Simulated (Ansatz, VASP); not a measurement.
# CaB6 in VASP and in Ansatz

INCAR

```
PREC     = Accurate       # precision mode
ENCUT    = 600            # plane-wave cutoff, eV
EDIFF    = 1E-6           # SCF threshold, eV
ISMEAR   = 0              # smearing method
SIGMA    = 0.01           # smearing width, eV
LREAL    = False          # projectors in reciprocal space
LASPH    = True           # aspherical terms in the spheres
NELM     = 60             # most SCF steps
ALGO     = Normal         # electronic algorithm
ISIF     = 3              # what is computed and relaxed
LWAVE    = False          # write WAVECAR
LCHARG   = False          # write CHGCAR
GGA      = PE             # functional
IBRION   = 2              # ionic algorithm
NSW      = 80             # ionic steps
EDIFFG   = -0.001         # ionic threshold
```

The input KPOINTS:

```
Automatic mesh
0
Gamma
  8 8 8
```

The input POSCAR:

```
CaB6
1.0
    4.1477323593      0.0000000000      0.0000000000
    0.0000000000      4.1477323593      0.0000000000
    0.0000000000      0.0000000000      4.1477323593
Ca B
1 6
Direct
    0.5000000000      0.5000000000      0.5000000000
    0.0000000000      0.0000000000      0.2982058809
    0.0000000000      0.0000000000      0.7017941191
    0.2982058809      0.0000000000      0.0000000000
    0.7017941191      0.0000000000      0.0000000000
    0.0000000000      0.2982058809      0.0000000000
    0.0000000000      0.7017941191      0.0000000000
```

Input for Ansatz:

```yaml
crystal:
  lattice:
    - [4.1477323593, 0.0, 0.0]
    - [0.0, 4.1477323593, 0.0]
    - [0.0, 0.0, 4.1477323593]
  atoms:
    - { symbol: Ca, position: [0.5, 0.5, 0.5] }
    - { symbol: B, position: [0.0, 0.0, 0.2982058809] }
    - { symbol: B, position: [0.0, 0.0, 0.7017941191] }
    - { symbol: B, position: [0.2982058809, 0.0, 0.0] }
    - { symbol: B, position: [0.7017941191, 0.0, 0.0] }
    - { symbol: B, position: [0.0, 0.2982058809, 0.0] }
    - { symbol: B, position: [0.0, 0.7017941191, 0.0] }
basis:
  ecutwfc: 420
kpoints:
  mp_grid: { grid: [8, 8, 8] }
hamiltonian:
  xc: pbe
scf:
  occupations: { method: gaussian, width: 0.01 }
output:
  forces: true
  stress: true
  eigenvalues: true
relax:
  adjacent_minimum: "off"
  f_tol: 0.001
  max_steps: 60
  cell: { stress_tol: 0.01 }
```

Alike in both runs: task relaxation of cell and atoms; functional PBE; k mesh 8 × 8 × 8; occupations gaussian, width 0.01 eV; no spin polarisation.

|  | VASP | Ansatz |
| --- | --- | --- |
| version | VASP 6.6.1 | Ansatz 0.2.0 |
| potentials or method | VASP PAW PBE potentials, release 64 (Ca_sv, B), cutoff 600 eV | scalar-relativistic, plane waves, PAW |
| valence electrons in the cell | 28 | 28 |

Ansatz gave:

```
gap on the k mesh at the Fermi level, each at its own relaxed structure (eV) : 0.07
relaxed volume (Å³/atom)                                                     : 10.19
relaxed cell length with the largest relative difference (Å)                 : 4.148
```

Question: What did VASP give for the same quantities?

Answer: gap on the k mesh at the Fermi level, each at its own relaxed structure (eV): 0.07; relaxed volume (Å³/atom): 10.20; relaxed cell length with the largest relative difference (Å): 4.149.
